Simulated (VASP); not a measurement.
# Se (R-3) in VASP: notebook

Runs on Se. Level: PBEsol. Tasks: single point.

All numbers are computed with VASP 6.6.1; they aren't measurements. Logs are shortened: lines on timing, memory, paths and dates and some standing lists are left out, and cuts for length are marked.

### 1 The cell of the first run

Symmetry: R-3, No. 148, trigonal system. Conventional cell: a = 11.362 Å, b = 11.362 Å, c = 4.473 Å, α = 90.00°, β = 90.00°, γ = 120.00°. Se (site symmetry 1) has 2 Se at 2.36 Å within 3.1 Å.

### 2 Single point, PBEsol (zz strain of +1 %)

Input file INCAR:

```
SYSTEM = Se
  PREC = Accurate
  ENCUT = 520
  EDIFF = 1E-6
  ISMEAR = -1
  SIGMA = 0.01
  LREAL = .False.
  LASPH = .True.
  NELM = 100
  ALGO = Normal
  ISIF = 2
  LWAVE = .False.
  LCHARG = .False.
  GGA = PS
  NBANDS = 27
```

Input file KPOINTS:

```
regular mesh
0
Gamma
  6 6 6
  0 0 0
```

Input file POSCAR:

```
Se
1.0
    5.6809998619      3.2799267995      1.4910933000
   -5.6809998619      3.2799267995      1.4910933000
    0.0000000000     -6.5598535991      1.4910933000
Se
6
Direct
    0.2806600000      0.1625100000      0.9181800000
    0.9181800000      0.2806600000      0.1625100000
    0.1625100000      0.9181800000      0.2806600000
    0.7193400000      0.8374900000      0.0818200000
    0.0818200000      0.7193400000      0.8374900000
    0.8374900000      0.0818200000      0.7193400000
```

Potentials or basis: VASP PAW PBE potentials, release 64 (Se).

Command:

```
$ cat potpaw_PBE.64/Se/POTCAR > POTCAR
$ mpirun -np 1 vasp_std > vasp.out
```

OUTCAR:

```text
SYSTEM = Se
   PREC = Accurate
   ENCUT = 520
   EDIFF = 1E-6
   ISMEAR = -1
   LREAL = .False.
   LASPH = .True.
   NELM = 100
   ISIF = 2
   GGA = PS

 ion  position               nearest neighbor table
   1  0.281  0.163  0.918-   5 2.36   6 2.36
   2  0.918  0.281  0.163-   4 2.36   6 2.36
   3  0.163  0.918  0.281-   4 2.36   5 2.36
   4  0.719  0.837  0.082-   2 2.36   3 2.36
   5  0.082  0.719  0.837-   1 2.36   3 2.36
   6  0.837  0.082  0.719-   1 2.36   2 2.36

  LATTYP: Found a trigonal (rhomboedric) cell.
 ALAT       =     6.7271865197
 COS(alpha) =    -0.4263056898

  Lattice vectors:

 A1 = (   5.6809998619,   3.2799267995,   1.4910933000)
 A2 = (  -5.6809998619,   3.2799267995,   1.4910933000)
 A3 = (   0.0000000000,  -6.5598535991,   1.4910933000)

Analysis of symmetry for initial positions (statically):
=====================================================================
 Subroutine PRICEL returns:
 Original cell was already a primitive cell.

 Routine SETGRP: Setting up the symmetry group for a
 trigonal (rhombohedral) supercell.

 Subroutine GETGRP returns: Found  6 space group operations
 (whereof  6 operations were pure point group operations)
 out of a pool of 12 trial point group operations.

The static configuration has the point symmetry S_6 .

Analysis of symmetry for dynamics (positions and initial velocities):
=====================================================================
 Subroutine PRICEL returns:
 Original cell was already a primitive cell.

 Routine SETGRP: Setting up the symmetry group for a
 trigonal (rhombohedral) supercell.

 Subroutine GETGRP returns: Found  6 space group operations
 (whereof  6 operations were pure point group operations)
 out of a pool of 12 trial point group operations.

The dynamic configuration has the point symmetry S_6 .

 Subroutine INISYM returns: Found  6 space group operations
 (whereof  6 operations are pure point group operations),
 and found     1 'primitive' translations

----------------------------------------------------------------------------------------

                                     Primitive cell

  volume of cell :     166.7036

  direct lattice vectors                    reciprocal lattice vectors
     5.680999862  3.279926800  1.491093300     0.088012676  0.050814142  0.223549615
    -5.680999862  3.279926800  1.491093300    -0.088012676  0.050814142  0.223549615
     0.000000000 -6.559853599  1.491093300     0.000000000 -0.101628284  0.223549615

  length of vectors
     6.727186520  6.727186520  6.727186520     0.245566159  0.245566159  0.245566159

  position of ions in fractional coordinates (direct lattice)
     0.280660000  0.162510000  0.918180000
     0.918180000  0.280660000  0.162510000
     0.162510000  0.918180000  0.280660000
     0.719340000  0.837490000  0.081820000
     0.081820000  0.719340000  0.837490000
     0.837490000  0.081820000  0.719340000

  ion indices of the primitive-cell ions
   primitive index   ion index
                 1           1
                 2           2
                 3           3
                 4           4
                 5           5
                 6           6

----------------------------------------------------------------------------------------

 KPOINTS: regular mesh

Automatic generation of k-mesh.
 Grid dimensions read from file:
 generate k-points for:    6    6    6

 Generating k-lattice:

  Cartesian coordinates                     Fractional coordinates (reciprocal lattice)
     0.014668779  0.008469024  0.037258269     0.166666667 -0.000000000 -0.000000000
    -0.014668779  0.008469024  0.037258269    -0.000000000  0.166666667 -0.000000000
     0.000000000 -0.016938047  0.037258269    -0.000000000 -0.000000000  0.166666667

  Length of vectors
     0.040927693  0.040927693  0.040927693

  Shift w.r.t. Gamma in fractional coordinates (k-lattice)
     0.000000000  0.000000000  0.000000000

 Subroutine IBZKPT returns following result:
 ===========================================

 Found     40 irreducible k-points:

 Following reciprocal coordinates:
            Coordinates               Weight
  0.000000  0.000000  0.000000      1.000000
  0.166667  0.000000  0.000000      6.000000
  0.333333  0.000000  0.000000      6.000000
  0.500000  0.000000 -0.000000      3.000000
  0.166667  0.166667  0.000000      6.000000
  0.333333  0.166667  0.000000      6.000000
[... 16 lines left out ...]
  0.333333  0.333333  0.166667      6.000000
  0.500000  0.333333  0.166667      6.000000
 [... further k-points ...]
   k-points           NKPTS =     40   k-points in BZ     NKDIM =     40   number of bands    NBANDS=     27
   number of dos      NEDOS =    301   number of ions     NIONS =      6
   total plane-waves  NPLWV = 125000
   dimension x,y,z NGX =    50 NGY =   50 NGZ =   50
   dimension x,y,z NGXF=   100 NGYF=  100 NGZF=  100
   ions per type =               6
   NGX,Y,Z   is equivalent  to a cutoff of  12.36, 12.36, 12.36 a.u.
   NGXF,Y,Z  is equivalent  to a cutoff of  24.71, 24.71, 24.71 a.u.
 SYSTEM =  Se
   PREC   = accura    normal or accurate (medium, high low for compatibility)
   ISTART =      0    job   : 0-new  1-cont  2-samecut
   ICHARG =      2    charge: 1-file 2-atom 10-const
   ISPIN  =      1    spin polarized calculation?
   LNONCOLLINEAR =      F non collinear calculations
   LSORBIT =      F    spin-orbit coupling
   LASPH  =      T    aspherical Exc in radial PAW
   ENCUT  =  520.0 eV  38.22 Ry    6.18 a.u.  12.51 12.51 12.51*2*pi/ulx,y,z
   NELM   =    100;   NELMIN=  2; NELMDL= -5     # of ELM steps
   EDIFF  = 0.1E-05   stopping-criterion for ELM
   LREAL  =      F    real-space projection
   EDIFFG = 0.1E-04   stopping-criterion for IOM
   NSW    =      0    number of steps for IOM
   IBRION =     -1    ionic relax: 0-MD 1-quasi-New 2-CG
   NFREE  =      0    steps in history (QN), initial steepest desc. (CG)
   ISIF   =      2    stress and relaxation
   ISYM   =      2    0-nonsym 1-usesym 2-fastsym
   POTIM  = 0.5000    time-step for ionic-motion
   TEBEG  =    0.0;   TEEND  =   0.0 temperature during run
   PSTRESS=    0.0 pullay stress
   NELECT =      36.0000    total number of electrons
   NUPDOWN=      -1.0000    fix difference up-down
   EMIN   =  10.00;   EMAX   =-10.00  energy-range for DOS
   EFERMI =   0.00;   METHOD = LEGACY
   ISMEAR =    -1;   SIGMA  =   0.01  broadening in eV -4-tet -1-fermi 0-gaus
   EFERMI_NEDOS =   21; number of points for ismear=-14 and -15
   IALGO  =     38    algorithm
   IMIX   =      4    mixing-type and parameters
     AMIX     =   0.40;   BMIX     =  1.00
     AMIX_MAG =   1.60;   BMIX_MAG =  1.00
  volume/ion in A,a.u.               =      27.78       187.50
  Fermi-wavevector in a.u.,A,eV,Ry     =   0.982187  1.856064 13.125411  0.964690
  Thomas-Fermi vector in A             =   2.113250
   LORBIT       =      0    0 simple, 1 ext, 2 COOP (PROOUT), +10 PAW based schemes
   GGA     = PS    functional components
   LHFCALC =     F    Hartree Fock is set to
   AEXX    =    0.0000 exact exchange contribution
   IVDW    =     0    specifies the selected vdW correction
   LEPSILON=     F    determine dielectric tensor
   LRPA    =     F    only Hartree local field effects (RPA)
 non-spin polarized calculation
  energy-cutoff  :      520.00
  volume of cell :      166.70
 maximum number of plane-waves:      4523
   NGX = 25   NGY = 25   NGZ = 25

 number of electron      35.9999999 magnetization

 Free energy of the ion-electron system (eV)
  ---------------------------------------------------
  ext. energy  EPLUGINS =         0.00000000
  ---------------------------------------------------
  free energy    TOTEN  =       -22.72296387 eV

  energy without entropy =      -22.72296387  energy(sigma->0) =      -22.72296387

 E-fermi :   2.3795     XC(G=0):  -8.9372

 val. band max:        2.1472342449   @ k =   0.5000   0.5000   0.5000
 cond. band min:       3.3201849204   @ k =  -0.1667   0.1667   0.1667
 fundamental gap:      1.1729506755
 Fermi energy:         2.3795153331

 k-point     1 :       0.0000    0.0000    0.0000
  band No.  band energies     occupation
      1     -13.5894      2.00000
      2     -11.8704      2.00000
      3     -11.8704      2.00000
      4      -9.6330      2.00000
      5      -9.6330      2.00000
      6      -7.9741      2.00000
[... 19 lines left out ...]
     26       8.6054      0.00000
     27       8.6054      0.00000

 k-point     2 :       0.1667    0.0000    0.0000
  band No.  band energies     occupation
      1     -13.5177      2.00000
      2     -11.9224      2.00000
      3     -11.8781      2.00000
      4      -9.6403      2.00000
      5      -9.5451      2.00000
      6      -8.0046      2.00000
[... 19 lines left out ...]
     26       8.5571      0.00000
     27       8.8637      0.00000

 k-point     3 :       0.3333    0.0000    0.0000
  band No.  band energies     occupation
      1     -13.3554      2.00000
      2     -12.0365      2.00000
      3     -11.8945      2.00000
      4      -9.6525      2.00000
      5      -9.3641      2.00000
      6      -8.1014      2.00000
[... 19 lines left out ...]
     26       8.6937      0.00000
     27       9.2379      0.00000

 k-point     4 :       0.5000    0.0000   -0.0000
  band No.  band energies     occupation
      1     -13.2608      2.00000
      2     -12.1032      2.00000
      3     -11.9031      2.00000
      4      -9.6577      2.00000
      5      -9.2686      2.00000
      6      -8.1682      2.00000
[... 19 lines left out ...]
     26       9.2409      0.00000
     27       9.8979      0.00000
[... 516 lines left out ...]
      4      -9.6658      2.00000
      5      -9.5085      2.00000
      6      -7.8900      2.00000
[... 19 lines left out ...]
     26       8.5436      0.00000
     27       8.9571      0.00000

 k-point    23 :       0.3333    0.3333    0.1667
  band No.  band energies     occupation
      1     -13.2179      2.00000
      2     -12.3078      2.00000
      3     -12.1327      2.00000
      4      -9.5365      2.00000
      5      -9.2969      2.00000
      6      -7.8983      2.00000
[... 19 lines left out ...]
     26       8.1031      0.00000
     27       8.3272      0.00000

 k-point    24 :       0.5000    0.3333    0.1667
  band No.  band energies     occupation
      1     -13.2659      2.00000
      2     -12.3469      2.00000
      3     -12.0893      2.00000
      4      -9.6711      2.00000
      5      -9.3156      2.00000
      6      -7.6754      2.00000
[... 19 lines left out ...]
     26       8.1275      0.00000
     27       8.6710      0.00000

 [... further k-points ...]
[... 5 lines left out ...]
  --------------------------------------------------------------------------------------
  -------------------------------------------------------------------------------------
  Total       -0.0857173     -0.0857173      0.0664034      0.0000006     -0.0000000     -0.0000000
  in kB       -0.8238233     -0.8238233      0.6381990      0.0000059     -0.0000000     -0.0000000
  external PRESSURE =      -0.3364825 kB  Pullay stress =       0.0000000 kB

 VOLUME and BASIS-vectors are now :
 -----------------------------------------------------------------------------
  energy-cutoff  :      520.00
  volume of cell :      166.70
      direct lattice vectors                 reciprocal lattice vectors
     5.680999862  3.279926800  1.491093300     0.088012676  0.050814142  0.223549615
    -5.680999862  3.279926800  1.491093300    -0.088012676  0.050814142  0.223549615
     0.000000000 -6.559853599  1.491093300     0.000000000 -0.101628284  0.223549615

 POSITION                                       TOTAL-FORCE (eV/Angst)
 -----------------------------------------------------------------------------------
      0.67121     -4.56956      2.02990         0.141152      0.256810      0.136611
      3.62175      2.86607      2.02990        -0.292980     -0.006164      0.136611
     -4.29296      1.70350      2.02990         0.151828     -0.250646      0.136611
     -0.67121      4.56956      2.44338        -0.141152     -0.256810     -0.136611
     -3.62175     -2.86607      2.44338         0.292980      0.006164     -0.136611
      4.29296     -1.70350      2.44338        -0.151828      0.250646     -0.136611
 -----------------------------------------------------------------------------------
    total drift:                                0.000000     -0.000000     -0.000000

  FREE ENERGIE OF THE ION-ELECTRON SYSTEM (eV)
  ---------------------------------------------------
  free  energy   TOTEN  =       -22.7229638734 eV

  energy  without entropy=      -22.7229638734  energy(sigma->0) =      -22.72296387
```

It took 2.1 min on 1 thread of AMD EPYC 9R45 (Zen 5), shared host; peak memory 0.36 GiB.

Results:

- Free energy: -22.7230 eV
- Pressure: 0.0 GPa
- Largest force: 0.323 eV/Å
- Band gap on the k mesh: 1.17 eV, indirect (least direct gap 1.42 eV)

Forces in eV/Å, atoms in the order of the input:
```
Se   0.141  0.257  0.137
Se  -0.293 -0.006  0.137
Se   0.152 -0.251  0.137
Se  -0.141 -0.257 -0.137
Se   0.293  0.006 -0.137
Se  -0.152  0.251 -0.137
```

Caveat: the cell differs from its parent crystal (zz strain of +1 %); the PAW data sets were made with another functional, which shifts forces and pressure a little. A k mesh can miss the band edges.

### 3 Single point, PBEsol (zz strain of +3 %)

Input file INCAR:

```
ALGO     = Normal         # electronic algorithm
EDIFF    = 1E-6           # SCF threshold, eV
ENCUT    = 520            # plane-wave cutoff, eV
GGA      = PS             # functional
ISIF     = 2              # what is computed and relaxed
ISMEAR   = -1             # smearing method
LASPH    = T              # aspherical terms in the spheres
LCHARG   = F              # write CHGCAR
LREAL    = F              # projectors in reciprocal space
LWAVE    = F              # write WAVECAR
NBANDS   = 27             # bands
NELM     = 80             # most SCF steps
PREC     = Accurate       # precision mode
SIGMA    = 0.01           # smearing width, eV
```

Input file KPOINTS:

```
k-points
0
Gamma
  6 6 6
```

Changes to POSCAR since step 2:

```diff
@@ -2,5 +2,5 @@
 1.0
-    5.6809998619      3.2799267995      1.4910933000
-   -5.6809998619      3.2799267995      1.4910933000
-    0.0000000000     -6.5598535991      1.4910933000
+    5.6809998619      3.2799267995      1.5206199000
+   -5.6809998619      3.2799267995      1.5206199000
+    0.0000000000     -6.5598535991      1.5206199000
 Se
```

Potentials or basis: VASP PAW PBE potentials, release 64 (Se).

Command:

```
$ cat potpaw_PBE.64/Se/POTCAR > POTCAR
$ mpirun -np 1 vasp_std > vasp.out
```

Wall time 2.3 min (1 thread of AMD EPYC 9R45 (Zen 5), shared host); peak memory 0.37 GiB.

It converged, with:

- Free energy: -22.7182 eV
- Pressure: -0.7 GPa
- Largest force: 0.222 eV/Å
- Band gap on the k mesh: 1.27 eV, indirect (least direct gap 1.45 eV)

Forces in eV/Å, atoms in the order of the input:
```
Se   0.117  0.188 -0.002
Se  -0.221  0.007 -0.002
Se   0.105 -0.195 -0.002
Se  -0.117 -0.188  0.002
Se   0.221 -0.007  0.002
Se  -0.105  0.195  0.002
```

Stress tensor (GPa, compression positive):
```
-0.72  0.00  0.00
 0.00 -0.72  0.00
 0.00  0.00 -0.54
```

Levels at points of the mesh, in eV from the valence-band top:
```tsv
k point	band 16	band 17	band 18	band 19	band 20	band 21
(0.00, 0.00, 0.00)	-0.64	-0.58	-0.58	1.84	1.84	2.63
(0.50, 0.00, 0.00)	-0.74	-0.27	-0.23	1.78	1.92	2.66
(0.50, 0.50, 0.00)	-1.05	-0.81	-0.23	1.51	1.77	2.26
(0.50, 0.50, 0.50)	-1.11	-1.11	0.00	1.51	1.51	1.93
```

Caveat: the cell differs from its parent crystal (zz strain of +3 %); the PAW data sets were made with another functional, which shifts forces and pressure a little. A k mesh can miss the band edges.

(Continued in part 2 of 2.)
